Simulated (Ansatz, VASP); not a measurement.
# Pb: VASP beside Ansatz

File INCAR:

```
SYSTEM = Pb
PREC = Accurate
ENCUT = 520
EDIFF = 1E-7
ISMEAR = 0
SIGMA = 0.15
LREAL = .False.
LASPH = .True.
NELM = 60
ALGO = Fast
ISIF = 2
LWAVE = .False.
LCHARG = .False.
GGA = PE
NBANDS = 13
```

KPOINTS

```
Automatic mesh
0
Gamma
  16 16 16
  0 0 0
```

POSCAR

```
Pb
1.0
    0.0000000000      2.5685920000      2.3710080000
    2.5685920000      0.0000000000      2.3710080000
    2.5685920000      2.5685920000      0.0000000000
Pb
1
Direct
    0.0000000000      0.0000000000      0.0000000000
```

Input for Ansatz:

```yaml
crystal:
  lattice:
    - [0.0, 2.568592, 2.371008]
    - [2.568592, 0.0, 2.371008]
    - [2.568592, 2.568592, 0.0]
  atoms:
    - { symbol: Pb, position: [0.0, 0.0, 0.0] }
basis:
  ecutwfc: 420
kpoints:
  mp_grid: { grid: [16, 16, 16] }
hamiltonian:
  xc: pbe
scf:
  occupations: { method: gaussian, width: 0.15 }
output:
  forces: true
  stress: true
  eigenvalues: true
```

Change from the starting cell: strain +0.040 along x and y, -0.040 along z, atoms carried along.

Alike in both runs: task single point; functional PBE; k mesh 16 × 16 × 16; occupations gaussian, width 0.15 eV; no spin polarisation.

|  | VASP | Ansatz |
| --- | --- | --- |
| version | VASP 6.6.1 | Ansatz 0.2.0 |
| potentials or method | VASP PAW PBE potentials, release 64 (Pb_d), cutoff 520 eV | scalar-relativistic, plane waves, PAW |
| valence electrons in the cell | 14 | 14 |

Ansatz gave:

* gap on the k mesh at the Fermi level (eV): none
* pressure (GPa): 0.9
* traceless stress, the component that is largest in VASP (GPa): 0.72

**Question.** Estimate VASP's values.

**Answer.** gap on the k mesh at the Fermi level (eV): none; pressure (GPa): 0.8; traceless stress, the component that is largest in VASP (GPa): 0.72.

A gap of «none» marks a metal or a gap that the smearing closes.

Spin-orbit coupling is off throughout.
